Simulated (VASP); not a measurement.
# Ge (Fd-3m) in VASP: single point with PBE

Aim: the single point of Ge with PBE.

All numbers are computed with VASP 6.6.1; they aren't measurements. Logs are shortened: lines on timing, memory, paths and dates and some standing lists are left out, and cuts for length are marked.

## (1) The cell of the first run

Symmetry: Fd-3m, No. 227, cubic system. Conventional cell: a = 5.658 Å, b = 5.658 Å, c = 5.658 Å, α = 90.00°, β = 90.00°, γ = 90.00°. Within 3.2 Å of Ge (site symmetry -43m) lie 4 Ge at 2.45 Å.

## (2) Single point, PBE

File INCAR:

```
  PREC = Accurate
  ENCUT = 500
  EDIFF = 1E-6
  ISMEAR = 0
  SIGMA = 0.01
  LREAL = F
  LASPH = T
  NELM = 120
  ALGO = Normal
  ISIF = 2
  LWAVE = F
  LCHARG = F
  GGA = PE
  NBANDS = 21
  GGA_COMPAT = F
```

File KPOINTS:

```
Automatic mesh
0
Gamma
  4 4 4
```

File POSCAR:

```
Ge
1.0
    4.0006830000      0.0000000000      0.0000000000
    2.0003415000      3.4646931105      0.0000000000
    2.0003415000      1.1548977035      3.2665439909
Ge
2
Direct
    0.0000000000      0.0000000000      0.0000000000
    0.2500000000      0.2500000000      0.2500000000
```

Potentials or basis: VASP PAW PBE potentials, release 64 (Ge_d).

The run is started by

```
$ cat potpaw_PBE.64/Ge_d/POTCAR > POTCAR
$ mpirun -np 1 vasp_std > vasp.out
```

OUTCAR:

```text
PREC = Accurate
   ENCUT = 500
   EDIFF = 1E-6
   ISMEAR = 0
   LREAL = F
   LASPH = T
   NELM = 120
   ISIF = 2
   GGA = PE

 ion  position               nearest neighbor table
   1  0.000  0.000  0.000-   2 2.45   2 2.45   2 2.45   2 2.45
   2  0.250  0.250  0.250-   1 2.45   1 2.45   1 2.45   1 2.45

  LATTYP: Found a face centered cubic cell.
 ALAT       =     5.6578201574

  Lattice vectors:

 A1 = (   4.0006830000,   0.0000000000,   0.0000000000)
 A2 = (   2.0003415000,   3.4646931105,   0.0000000000)
 A3 = (   2.0003415000,   1.1548977035,   3.2665439909)

Analysis of symmetry for initial positions (statically):
=====================================================================
 Subroutine PRICEL returns:
 Original cell was already a primitive cell.

 Routine SETGRP: Setting up the symmetry group for a
 face centered cubic supercell.

 Subroutine GETGRP returns: Found 48 space group operations
 (whereof 24 operations were pure point group operations)
 out of a pool of 48 trial point group operations.

The static configuration has the point symmetry T_d .
 The point group associated with its full space group is O_h .

Analysis of symmetry for dynamics (positions and initial velocities):
=====================================================================
 Subroutine PRICEL returns:
 Original cell was already a primitive cell.

 Routine SETGRP: Setting up the symmetry group for a
 face centered cubic supercell.

 Subroutine GETGRP returns: Found 48 space group operations
 (whereof 24 operations were pure point group operations)
 out of a pool of 48 trial point group operations.

The dynamic configuration has the point symmetry T_d .
 The point group associated with its full space group is O_h .

 Subroutine INISYM returns: Found 48 space group operations
 (whereof 24 operations are pure point group operations),
 and found     1 'primitive' translations

----------------------------------------------------------------------------------------

                                     Primitive cell

  volume of cell :      45.2780

  direct lattice vectors                    reciprocal lattice vectors
     4.000683000  0.000000000  0.000000000     0.249957320 -0.144312926 -0.102044648
     2.000341500  3.464693110  0.000000000     0.000000000  0.288625852 -0.102044648
     2.000341500  1.154897704  3.266543991     0.000000000  0.000000000  0.306133945

[... 62 lines left out ...]
   LSORBIT =      F    spin-orbit coupling
   LASPH  =      T    aspherical Exc in radial PAW
   ENCUT  =  500.0 eV  36.75 Ry    6.06 a.u.   7.29  7.29  7.29*2*pi/ulx,y,z
   NELM   =    120;   NELMIN=  2; NELMDL= -5     # of ELM steps
   EDIFF  = 0.1E-05   stopping-criterion for ELM
   LREAL  =      F    real-space projection
   EDIFFG = 0.1E-04   stopping-criterion for IOM
   NSW    =      0    number of steps for IOM
   IBRION =     -1    ionic relax: 0-MD 1-quasi-New 2-CG
   NFREE  =      0    steps in history (QN), initial steepest desc. (CG)
   ISIF   =      2    stress and relaxation
   ISYM   =      2    0-nonsym 1-usesym 2-fastsym
   POTIM  = 0.5000    time-step for ionic-motion
   TEBEG  =    0.0;   TEEND  =   0.0 temperature during run
   PSTRESS=    0.0 pullay stress
   NELECT =      28.0000    total number of electrons
   NUPDOWN=      -1.0000    fix difference up-down
   EMIN   =  10.00;   EMAX   =-10.00  energy-range for DOS
   EFERMI =   0.00;   METHOD = LEGACY
   ISMEAR =     0;   SIGMA  =   0.01  broadening in eV -4-tet -1-fermi 0-gaus
   EFERMI_NEDOS =   21; number of points for ismear=-14 and -15
   IALGO  =     38    algorithm
   IMIX   =      4    mixing-type and parameters
     AMIX     =   0.40;   BMIX     =  1.00
     AMIX_MAG =   1.60;   BMIX_MAG =  1.00
  volume/ion in A,a.u.               =      22.64       152.78
  Fermi-wavevector in a.u.,A,eV,Ry     =   1.394756  2.635707 26.468032  1.945345
  Thomas-Fermi vector in A             =   2.518275
   LORBIT       =      0    0 simple, 1 ext, 2 COOP (PROOUT), +10 PAW based schemes
   GGA     = PE    functional components
   LHFCALC =     F    Hartree Fock is set to
   AEXX    =    0.0000 exact exchange contribution
   IVDW    =     0    specifies the selected vdW correction
   LEPSILON=     F    determine dielectric tensor
   LRPA    =     F    only Hartree local field effects (RPA)
 non-spin polarized calculation
 Gauss-broadening in eV      SIGMA  =   0.01
  energy-cutoff  :      500.00
  volume of cell :       45.28
 maximum number of plane-waves:      1174
 NGX is ok and might be reduce to    30
   NGX = 15   NGY = 15   NGZ = 15

 number of electron      28.0000022 magnetization

 Free energy of the ion-electron system (eV)
  ---------------------------------------------------
  ext. energy  EPLUGINS =         0.00000000
  ---------------------------------------------------
  free energy    TOTEN  =        -8.74836876 eV

  energy without entropy =       -8.74836247  energy(sigma->0) =       -8.74836562

 E-fermi :   5.0570     XC(G=0):  -9.8890

 val. band max:        5.0360807450   @ k =   0.0000   0.0000   0.0000
 cond. band min:       5.0754138163   @ k =   0.0000   0.0000   0.0000
 fundamental gap:      0.0393330713
 Fermi energy:         5.0570076731

 k-point     1 :       0.0000    0.0000    0.0000
  band No.  band energies     occupation
      1     -19.7702      2.00000
      2     -19.7702      2.00000
      3     -19.7702      2.00000
      4     -19.7349      2.00000
      5     -19.7349      2.00000
      6     -19.5239      2.00000
[... 181 lines left out ...]
     20      16.0769      0.00000
     21      18.0150      0.00000

------------------------ aborting loop because EDIFF is reached ----------------------------------------

  FORCE on cell =-STRESS in cart. coord.  units (eV):
  Direction    XX          YY          ZZ          XY          YZ          ZX
  --------------------------------------------------------------------------------------
  -------------------------------------------------------------------------------------
  Total        0.9804125      0.9804125      0.9804125      0.0000000     -0.0000000      0.0000000
  in kB       34.6922132     34.6922132     34.6922132      0.0000000     -0.0000000      0.0000000
  external PRESSURE =      34.6922132 kB  Pullay stress =       0.0000000 kB

 VOLUME and BASIS-vectors are now :
 -----------------------------------------------------------------------------
  energy-cutoff  :      500.00
  volume of cell :       45.28
      direct lattice vectors                 reciprocal lattice vectors
     4.000683000  0.000000000  0.000000000     0.249957320 -0.144312926 -0.102044648
     2.000341500  3.464693110  0.000000000     0.000000000  0.288625852 -0.102044648
     2.000341500  1.154897704  3.266543991     0.000000000  0.000000000  0.306133945

 POSITION                                       TOTAL-FORCE (eV/Angst)
 -----------------------------------------------------------------------------------
      0.00000      0.00000      0.00000        -0.000000     -0.000000     -0.000000
      2.00034      1.15490      0.81664         0.000000      0.000000      0.000000
 -----------------------------------------------------------------------------------
    total drift:                                0.000000      0.000000      0.000000

  FREE ENERGIE OF THE ION-ELECTRON SYSTEM (eV)
  ---------------------------------------------------
  free  energy   TOTEN  =        -8.7483687628 eV

  energy  without entropy=       -8.7483624712  energy(sigma->0) =       -8.74836562
```

stdout:

```text
POSCAR found type information on POSCAR Ge
 POSCAR found :  1 types and       2 ions
 scaLAPACK will be used
 LDA part: xc-table for (Slater+PW92), standard interpolation
 POSCAR, INCAR and KPOINTS ok, starting setup
 FFT: planning ... GRIDC
 FFT: planning ... GRID_SOFT
 FFT: planning ... GRID
 WAVECAR not read
 entering main loop
```

Run time: 20 s. Hardware: 1 thread of Intel Xeon 8259CL, shared host; peak memory 0.16 GiB.

What came out:

| Quantity | Value |
| --- | --- |
| Free energy | -8.7484 eV |
| Pressure | 3.5 GPa |
| Band gap on the k mesh | 0.04 eV, direct |

Caveat: the k points lie up to 0.48 Å⁻¹ apart.
